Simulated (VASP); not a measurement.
The system is FeO.

```
Fe O
1.0
     0.00000    2.15540    2.15540
     2.15540    0.00000    2.15540
     2.15540    2.15540    0.00000
Fe O
1 1
Direct
  0.00000 0.00000 0.00000
  0.50000 0.50000 0.50000
```

- Program: VASP 6.6.1
- Task: relaxation of cell and atoms
- Functional: PBE
- Dispersion: D4
- Potentials or basis: VASP PAW PBE potentials, release 64 (Fe, O)
- Cutoff: 600 eV
- k mesh: 11 × 11 × 11
- Occupations: fermi-dirac, width 0.05 eV
- Spin: collinear spin, ferromagnetic start
- Starting moments: [3.0, 0.0] μB

At the start: pressure -4.7 GPa; volume 10.01 Å³/atom.

Question: Where does the relaxation end?

Answer: Over 9 steps the energy falls by 3.3 meV/atom and the volume is 9.84 Å³/atom (-1.7 %); space group Fm-3m (No. 225, to 0.1 Å) before and after; moment 4.00 μB per cell.

The path:
| step | energy change (eV) | largest force (eV/Å) | pressure (GPa) | volume (Å³) |
| --- | --- | --- | --- | --- |
| 1 | 0.0000 | 0.0000 | -4.67 | 20.03 |
| 2 | 0.1954 | 0.0000 | 5.02 | 19.19 |
| 3 | 0.0063 | 0.0000 | 144.72 | 19.61 |
| 4 | -0.0004 | 0.0000 | -4.54 | 20.01 |
| 5 | -0.0050 | 0.0000 | -2.73 | 19.81 |
| 6 | -0.0064 | 0.0000 | -1.66 | 19.71 |
| 7 | -0.0065 | 0.0000 | 3.30 | 19.66 |
| 8 | -0.0065 | 0.0000 | -1.19 | 19.70 |
| 9 | -0.0066 | 0.0000 | -0.06 | 19.68 |

Final structure:
```yaml
crystal:
  lattice:
    - [0.00000, 2.14287, 2.14287]
    - [2.14287, 0.00000, 2.14287]
    - [2.14287, 2.14287, 0.00000]
  atoms:
    - { symbol: Fe, position: [0.00000, 0.00000, 0.00000] }
    - { symbol: O, position: [0.50000, 0.50000, 0.50000] }
```

Caveat: a cell with one magnetic atom can't hold antiferromagnetic order, which such compounds often take.
